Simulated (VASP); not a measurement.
# SnTe in VASP: further runs

The runs below take SnTe through single point, with LDA.

Everything below comes from runs of VASP 6.6.1. Logs are shortened: lines on timing, memory, paths and dates and some standing lists are left out, and cuts for length are marked.

### Step 1. The cell of the first run

It takes space group I4/mmm (No. 139, tetragonal). Conventional cell: a = 4.464 Å, b = 4.464 Å, c = 6.250 Å, α = 90.00°, β = 90.00°, γ = 90.00°. Within 4.1 Å of Sn (site symmetry 4/mmm) lie 6 Te at 3.12 to 3.16 Å. Within 4.1 Å of Te (site symmetry 4/mmm) lie 6 Sn at 3.12 to 3.16 Å.

### Step 2. Single point, LDA (zz strain of -1 %)

File INCAR:

```
SYSTEM = SnTe
PREC     = Accurate       ! precision mode
ENCUT    = 520            ! plane-wave cutoff, eV
EDIFF    = 1E-6           ! SCF threshold, eV
ISMEAR   = -1             ! smearing method
SIGMA    = 0.08           ! smearing width, eV
LREAL    = .False.        ! projectors in reciprocal space
LASPH    = .True.         ! aspherical terms in the spheres
NELM     = 80             ! most SCF steps
ALGO     = Normal         ! electronic algorithm
ISIF     = 2              ! what is computed and relaxed
LWAVE    = .False.        ! write WAVECAR
LCHARG   = .False.        ! write CHGCAR
NBANDS   = 17             ! bands
```

File KPOINTS:

```
regular mesh
0
Gamma
  11 11 11
  0 0 0
```

File POSCAR:

```
SnTe
1.0
    0.0000000000      3.1565000000      3.1249350000
    3.1565000000      0.0000000000      3.1249350000
    3.1565000000      3.1565000000      0.0000000000
Sn Te
1 1
Direct
    0.0000000000      0.0000000000      0.0000000000
    0.5000000000      0.5000000000      0.5000000000
```

Potentials or basis: VASP PAW LDA potentials, release 64 (Sn_d, Te).

The run is started by

```bash
> cat potpaw_LDA.64/Sn_d/POTCAR potpaw_LDA.64/Te/POTCAR > POTCAR
> mpirun -np 1 vasp_std > vasp.out
```

OUTCAR:

```text
SYSTEM = SnTe
   PREC = Accurate
   ENCUT = 520
   EDIFF = 1E-6
   ISMEAR = -1
   LREAL = .False.
   LASPH = .True.
   NELM = 80
   ISIF = 2

 ion  position               nearest neighbor table
   1  0.000  0.000  0.000-   2 3.12   2 3.12   2 3.16   2 3.16   2 3.16   2 3.16
   2  0.500  0.500  0.500-   1 3.12   1 3.12   1 3.16   1 3.16   1 3.16   1 3.16

  LATTYP: Found a body centered tetragonal cell.
 ALAT       =     4.4639651096
 C/A-ratio  =     1.4000714267

  Lattice vectors:

 A1 = (   0.0000000000,  -3.1565000000,  -3.1249350000)
 A2 = (   0.0000000000,   3.1565000000,  -3.1249350000)
 A3 = (   3.1565000000,   0.0000000000,   3.1249350000)

Analysis of symmetry for initial positions (statically):
=====================================================================
 Subroutine PRICEL returns:
 Original cell was already a primitive cell.

 Routine SETGRP: Setting up the symmetry group for a
 body centered tetragonal supercell.

 Subroutine GETGRP returns: Found 16 space group operations
 (whereof 16 operations were pure point group operations)
 out of a pool of 16 trial point group operations.

The static configuration has the point symmetry D_4h.

Analysis of symmetry for dynamics (positions and initial velocities):
=====================================================================
 Subroutine PRICEL returns:
 Original cell was already a primitive cell.

 Routine SETGRP: Setting up the symmetry group for a
 body centered tetragonal supercell.

 Subroutine GETGRP returns: Found 16 space group operations
 (whereof 16 operations were pure point group operations)
 out of a pool of 16 trial point group operations.

The dynamic configuration has the point symmetry D_4h.

 Subroutine INISYM returns: Found 16 space group operations
 (whereof 16 operations are pure point group operations),
 and found     1 'primitive' translations

----------------------------------------------------------------------------------------

                                     Primitive cell

  volume of cell :      62.2705

  direct lattice vectors                    reciprocal lattice vectors
     0.000000000  3.156500000  3.124935000    -0.158403295  0.158403295  0.160003328
     3.156500000  0.000000000  3.124935000     0.158403295 -0.158403295  0.160003328
     3.156500000  3.156500000  0.000000000     0.158403295  0.158403295 -0.160003328

  length of vectors
     4.441701364  4.441701364  4.463965110     0.275289434  0.275289434  0.275289434

  position of ions in fractional coordinates (direct lattice)
     0.000000000  0.000000000  0.000000000
     0.500000000  0.500000000  0.500000000

  ion indices of the primitive-cell ions
   primitive index   ion index
                 1           1
                 2           2

----------------------------------------------------------------------------------------

 KPOINTS: regular mesh

Automatic generation of k-mesh.
 Grid dimensions read from file:
 generate k-points for:   11   11   11

 Generating k-lattice:

  Cartesian coordinates                     Fractional coordinates (reciprocal lattice)
    -0.014400300  0.014400300  0.014545757     0.090909091  0.000000000  0.000000000
     0.014400300 -0.014400300  0.014545757     0.000000000  0.090909091  0.000000000
     0.014400300  0.014400300 -0.014545757     0.000000000  0.000000000  0.090909091

  Length of vectors
     0.025026312  0.025026312  0.025026312

  Shift w.r.t. Gamma in fractional coordinates (k-lattice)
     0.000000000  0.000000000  0.000000000

 Subroutine IBZKPT returns following result:
 ===========================================

 Found    126 irreducible k-points:

 Following reciprocal coordinates:
            Coordinates               Weight
  0.000000  0.000000  0.000000      1.000000
  0.090909 -0.000000  0.000000      8.000000
  0.181818 -0.000000  0.000000      8.000000
  0.272727 -0.000000  0.000000      8.000000
  0.363636 -0.000000  0.000000      8.000000
  0.454545  0.000000  0.000000      8.000000
[... 16 lines left out ...]
 -0.272727  0.181818  0.000000      8.000000
 -0.181818  0.181818  0.000000      4.000000
 [... further k-points ...]
   k-points           NKPTS =    126   k-points in BZ     NKDIM =    126   number of bands    NBANDS=     17
   number of dos      NEDOS =    301   number of ions     NIONS =      2
   total plane-waves  NPLWV =  46656
   dimension x,y,z NGX =    36 NGY =   36 NGZ =   36
   dimension x,y,z NGXF=    72 NGYF=   72 NGZF=   72
   ions per type =               1   1
   NGX,Y,Z   is equivalent  to a cutoff of  13.47, 13.47, 13.41 a.u.
   NGXF,Y,Z  is equivalent  to a cutoff of  26.95, 26.95, 26.81 a.u.
 SYSTEM =  SnTe
   PREC   = accura    normal or accurate (medium, high low for compatibility)
   ISTART =      0    job   : 0-new  1-cont  2-samecut
   ICHARG =      2    charge: 1-file 2-atom 10-const
   ISPIN  =      1    spin polarized calculation?
   LNONCOLLINEAR =      F non collinear calculations
   LSORBIT =      F    spin-orbit coupling
   LASPH  =      T    aspherical Exc in radial PAW
   ENCUT  =  520.0 eV  38.22 Ry    6.18 a.u.   8.26  8.26  8.30*2*pi/ulx,y,z
   NELM   =     80;   NELMIN=  2; NELMDL= -5     # of ELM steps
   EDIFF  = 0.1E-05   stopping-criterion for ELM
   LREAL  =      F    real-space projection
   EDIFFG = 0.1E-04   stopping-criterion for IOM
   NSW    =      0    number of steps for IOM
   IBRION =     -1    ionic relax: 0-MD 1-quasi-New 2-CG
   NFREE  =      0    steps in history (QN), initial steepest desc. (CG)
   ISIF   =      2    stress and relaxation
   ISYM   =      2    0-nonsym 1-usesym 2-fastsym
   POTIM  = 0.5000    time-step for ionic-motion
   TEBEG  =    0.0;   TEEND  =   0.0 temperature during run
   PSTRESS=    0.0 pullay stress
   NELECT =      20.0000    total number of electrons
   NUPDOWN=      -1.0000    fix difference up-down
   EMIN   =  10.00;   EMAX   =-10.00  energy-range for DOS
   EFERMI =   0.00;   METHOD = LEGACY
   ISMEAR =    -1;   SIGMA  =   0.08  broadening in eV -4-tet -1-fermi 0-gaus
   EFERMI_NEDOS =   21; number of points for ismear=-14 and -15
   IALGO  =     38    algorithm
   IMIX   =      4    mixing-type and parameters
     AMIX     =   0.40;   BMIX     =  1.00
     AMIX_MAG =   1.60;   BMIX_MAG =  1.00
  volume/ion in A,a.u.               =      31.14       210.11
  Fermi-wavevector in a.u.,A,eV,Ry     =   1.121133  2.118635 17.101709  1.256940
  Thomas-Fermi vector in A             =   2.257785
   LORBIT       =      0    0 simple, 1 ext, 2 COOP (PROOUT), +10 PAW based schemes
   GGA     = CA    functional components
   LHFCALC =     F    Hartree Fock is set to
   AEXX    =    0.0000 exact exchange contribution
   IVDW    =     0    specifies the selected vdW correction
   LEPSILON=     F    determine dielectric tensor
   LRPA    =     F    only Hartree local field effects (RPA)
 non-spin polarized calculation
  energy-cutoff  :      520.00
  volume of cell :       62.27
 maximum number of plane-waves:      1697
 NGX is ok and might be reduce to    36
   NGX = 17   NGY = 17   NGZ = 17

 number of electron      19.9999998 magnetization

 Free energy of the ion-electron system (eV)
  ---------------------------------------------------
  ext. energy  EPLUGINS =         0.00000000
  ---------------------------------------------------
  free energy    TOTEN  =        -8.82574843 eV

  energy without entropy =       -8.82387485  energy(sigma->0) =       -8.82481164

 E-fermi :   6.7755     XC(G=0):  -9.7594

 val. band max:        6.6042327341   @ k =   0.4545   0.0000   0.0000
 cond. band min:       7.0276690906   @ k =   0.4545   0.0000   0.0000
 fundamental gap:      0.4234363565
 Fermi energy:         6.7755014725

 k-point     1 :       0.0000    0.0000    0.0000
  band No.  band energies     occupation
      1     -14.9975      2.00000
      2     -14.9945      2.00000
      3     -14.9883      2.00000
      4     -14.9858      2.00000
      5     -14.9858      2.00000
      6      -6.0576      2.00000
[... 9 lines left out ...]
     16      11.6112      0.00000
     17      13.5502      0.00000

 k-point     2 :       0.0909   -0.0000    0.0000
  band No.  band energies     occupation
      1     -14.9978      2.00000
      2     -14.9949      2.00000
      3     -14.9879      2.00000
      4     -14.9855      2.00000
      5     -14.9853      2.00000
      6      -5.9872      2.00000
[... 9 lines left out ...]
     16      11.7600      0.00000
     17      14.1693      0.00000

 k-point     3 :       0.1818   -0.0000    0.0000
  band No.  band energies     occupation
      1     -14.9987      2.00000
      2     -14.9960      2.00000
      3     -14.9871      2.00000
      4     -14.9846      2.00000
      5     -14.9839      2.00000
      6      -5.7819      2.00000
[... 9 lines left out ...]
     16      12.2348      0.00000
     17      15.3830      0.00000

 k-point     4 :       0.2727   -0.0000    0.0000
  band No.  band energies     occupation
      1     -15.0000      2.00000
      2     -14.9977      2.00000
      3     -14.9863      2.00000
      4     -14.9830      2.00000
      5     -14.9819      2.00000
      6      -5.4648      2.00000
[... 9 lines left out ...]
     16      12.9900      0.00000
     17      16.9717      0.00000
[... 343 lines left out ...]
      1     -15.0018      2.00000
      2     -15.0009      2.00000
      3     -14.9844      2.00000
      4     -14.9809      2.00000
      5     -14.9788      2.00000
      6      -4.7320      2.00000
[... 9 lines left out ...]
     16      14.0845      0.00000
     17      17.1342      0.00000

 k-point    23 :      -0.2727    0.1818    0.0000
  band No.  band energies     occupation
      1     -15.0013      2.00000
      2     -14.9996      2.00000
      3     -14.9838      2.00000
      4     -14.9823      2.00000
      5     -14.9805      2.00000
      6      -5.0350      2.00000
[... 9 lines left out ...]
     16      15.4162      0.00000
     17      16.0466      0.00000

 k-point    24 :      -0.1818    0.1818    0.0000
  band No.  band energies     occupation
      1     -15.0010      2.00000
      2     -14.9975      2.00000
      3     -14.9844      2.00000
      4     -14.9835      2.00000
      5     -14.9823      2.00000
      6      -5.3684      2.00000
[... 9 lines left out ...]
     16      14.7050      0.00000
     17      14.9500      0.00000

 [... further k-points ...]

------------------------ aborting loop because EDIFF is reached ----------------------------------------

  FORCE on cell =-STRESS in cart. coord.  units (eV):
  Direction    XX          YY          ZZ          XY          YZ          ZX
  --------------------------------------------------------------------------------------
  -------------------------------------------------------------------------------------
  Total       -0.6518337     -0.6518337     -0.1404232      0.0000000     -0.0000000     -0.0000000
  in kB      -16.7712255    -16.7712255     -3.6129913      0.0000000     -0.0000000     -0.0000000
  external PRESSURE =     -12.3851475 kB  Pullay stress =       0.0000000 kB

 VOLUME and BASIS-vectors are now :
 -----------------------------------------------------------------------------
  energy-cutoff  :      520.00
  volume of cell :       62.27
      direct lattice vectors                 reciprocal lattice vectors
     0.000000000  3.156500000  3.124935000    -0.158403295  0.158403295  0.160003328
     3.156500000  0.000000000  3.124935000     0.158403295 -0.158403295  0.160003328
     3.156500000  3.156500000  0.000000000     0.158403295  0.158403295 -0.160003328

 POSITION                                       TOTAL-FORCE (eV/Angst)
 -----------------------------------------------------------------------------------
      0.00000      0.00000      0.00000        -0.000000      0.000000     -0.000000
      3.15650      3.15650      3.12493         0.000000     -0.000000      0.000000
 -----------------------------------------------------------------------------------
    total drift:                               -0.000000      0.000000      0.000000

  FREE ENERGIE OF THE ION-ELECTRON SYSTEM (eV)
  ---------------------------------------------------
  free  energy   TOTEN  =        -8.8257484285 eV

  energy  without entropy=       -8.8238748485  energy(sigma->0) =       -8.82481164
```

It took 1.8 min on 1 thread of Intel Xeon 6975P-C, shared host; peak memory 0.27 GiB.

What came out:

- Free energy: -8.8257 eV
- Pressure: -1.2 GPa
- Band gap on the k mesh: 0.42 eV, direct

Caveat: the cell differs from its parent crystal (zz strain of -1 %); spin-orbit coupling is left out, which moves the levels of the heavy elements. A k mesh can miss the band edges.

### Step 3. Single point, LDA (zz strain of +2 %)

File INCAR:

```
SYSTEM = SnTe
ALGO = Normal
EDIFF = 1E-6
ENCUT = 520
GGA = CA
ISIF = 2
ISMEAR = -1
LASPH = .True.
LCHARG = .False.
LREAL = .False.
LWAVE = .False.
NBANDS = 17
NELM = 60
PREC = Accurate
SIGMA = 0.08
```

File KPOINTS:

```
k-points
0
Gamma
  11 11 11
  0 0 0
```

File POSCAR:

```
SnTe
1.0
    0.0000000000      3.1565000000      3.2196300000
    3.1565000000      0.0000000000      3.2196300000
    3.1565000000      3.1565000000      0.0000000000
Sn Te
1 1
Direct
    0.0000000000      0.0000000000      0.0000000000
    0.5000000000      0.5000000000      0.5000000000
```

Potentials or basis: VASP PAW LDA potentials, release 64 (Sn_d, Te).

The run is started by

```bash
> cat potpaw_LDA.64/Sn_d/POTCAR potpaw_LDA.64/Te/POTCAR > POTCAR
> mpirun -np 1 vasp_std > vasp.out
```

OUTCAR:

```text
SYSTEM = SnTe
   EDIFF = 1E-6
   ENCUT = 520
   GGA = CA
   ISIF = 2
   ISMEAR = -1
   LASPH = .True.
   LREAL = .False.
   NELM = 60
   PREC = Accurate

 ion  position               nearest neighbor table
   1  0.000  0.000  0.000-   2 3.16   2 3.16   2 3.16   2 3.16   2 3.22   2 3.22
   2  0.500  0.500  0.500-   1 3.16   1 3.16   1 3.16   1 3.16   1 3.22   1 3.22

  LATTYP: Found a body centered tetragonal cell.
 ALAT       =     4.4639651096
 C/A-ratio  =     1.4424978336

  Lattice vectors:

 A1 = (  -3.1565000000,   0.0000000000,   3.2196300000)
 A2 = (   3.1565000000,   0.0000000000,   3.2196300000)
 A3 = (   0.0000000000,   3.1565000000,  -3.2196300000)

Analysis of symmetry for initial positions (statically):
=====================================================================
 Subroutine PRICEL returns:
 Original cell was already a primitive cell.

 Routine SETGRP: Setting up the symmetry group for a
 body centered tetragonal supercell.

 Subroutine GETGRP returns: Found 16 space group operations
 (whereof 16 operations were pure point group operations)
 out of a pool of 16 trial point group operations.

[... 161 lines left out ...]

 E-fermi :   6.3849     XC(G=0):  -9.6292

 val. band max:        6.2147423251   @ k =   0.4545   0.0000   0.0000
 cond. band min:       6.6062977884   @ k =   0.4545   0.0000   0.0000
 fundamental gap:      0.3915554633
 Fermi energy:         6.3849116264

 k-point     1 :       0.0000    0.0000    0.0000
  band No.  band energies     occupation
      1     -15.3610      2.00000
      2     -15.3538      2.00000
      3     -15.3515      2.00000
      4     -15.3515      2.00000
      5     -15.3458      2.00000
      6      -6.2144      2.00000
[... 457 lines left out ...]
      4     -15.3486      2.00000
      5     -15.3412      2.00000
      6      -5.5419      2.00000
[... 9 lines left out ...]
     16      13.9965      0.00000
     17      14.3057      0.00000

 [... further k-points ...]

------------------------ aborting loop because EDIFF is reached ----------------------------------------

  FORCE on cell =-STRESS in cart. coord.  units (eV):
  Direction    XX          YY          ZZ          XY          YZ          ZX
  --------------------------------------------------------------------------------------
  -------------------------------------------------------------------------------------
  Total       -0.6968040     -0.6968040     -1.5594245      0.0000000     -0.0000000      0.0000000
  in kB      -17.4009787    -17.4009787    -38.9428197      0.0000000     -0.0000000      0.0000000
  external PRESSURE =     -24.5815923 kB  Pullay stress =       0.0000000 kB

 VOLUME and BASIS-vectors are now :
 -----------------------------------------------------------------------------
  energy-cutoff  :      520.00
  volume of cell :       64.16
      direct lattice vectors                 reciprocal lattice vectors
     0.000000000  3.156500000  3.219630000    -0.158403295  0.158403295  0.155297348
     3.156500000  0.000000000  3.219630000     0.158403295 -0.158403295  0.155297348
     3.156500000  3.156500000  0.000000000     0.158403295  0.158403295 -0.155297348

 POSITION                                       TOTAL-FORCE (eV/Angst)
 -----------------------------------------------------------------------------------
      0.00000      0.00000      0.00000        -0.000000     -0.000000      0.000000
      3.15650      3.15650      3.21963         0.000000      0.000000     -0.000000
 -----------------------------------------------------------------------------------
    total drift:                               -0.000000      0.000000      0.000000

  FREE ENERGIE OF THE ION-ELECTRON SYSTEM (eV)
  ---------------------------------------------------
  free  energy   TOTEN  =        -8.7999708394 eV

  energy  without entropy=       -8.7982479473  energy(sigma->0) =       -8.79910939
```

It took 2 min on 1 thread of Intel Xeon 6975P-C, shared host; peak memory 0.27 GiB.

Results:

| Item | Value |
| --- | --- |
| Free energy | -8.8000 eV |
| Pressure | -2.5 GPa |
| Band gap on the k mesh | 0.39 eV, direct |

Stress tensor (GPa, compression positive):
```
-1.74  0.00  0.00
 0.00 -1.74  0.00
 0.00  0.00 -3.89
```

Caveat: the cell differs from its parent crystal (zz strain of +2 %); spin-orbit coupling is left out, which moves the levels of the heavy elements. A k mesh can miss the band edges.

### Step 4. Single point, LDA (volume scaled by 0.95)

File INCAR:

```
SYSTEM = SnTe
  PREC = Accurate
  ENCUT = 520
  EDIFF = 1E-6
  ISMEAR = -1
  SIGMA = 0.08
  LREAL = .False.
  LASPH = .True.
  NELM = 100
  ALGO = Normal
  ISIF = 2
  LWAVE = .False.
  LCHARG = .False.
  NBANDS = 17
```

File KPOINTS:

```
Automatic mesh
0
Gamma
  11 11 11
  0 0 0
```

File POSCAR:

```
SnTe
1.0
    0.0000000000      3.1029896626      3.1029896626
    3.1029896626      0.0000000000      3.1029896626
    3.1029896626      3.1029896626      0.0000000000
Sn Te
1 1
Direct
    0.0000000000      0.0000000000      0.0000000000
    0.5000000000      0.5000000000      0.5000000000
```

The run is started by

```bash
> cat potpaw_LDA.64/Sn_d/POTCAR potpaw_LDA.64/Te/POTCAR > POTCAR
> mpirun -np 1 vasp_std > vasp.out
```

It took 58 s on 1 thread of Intel Xeon 6975P-C, shared host; peak memory 0.21 GiB.

Results (log left out):

* Free energy: -8.8309 eV
* Pressure: 0.8 GPa

Levels at points of the mesh, in eV from the Fermi level:
```tsv
k point	band 8	band 9	band 10	band 11	band 12	band 13
(0.00, 0.00, 0.00)	-2.25	-2.25	-2.25	3.39	3.39	3.39
```

Caveat: this odd mesh misses L, where the gap lies, so gap, dielectric constants and Born charges aren't listed; spin-orbit coupling is left out, which moves the levels of the heavy elements.

(Part 1 of 2 ends here.)
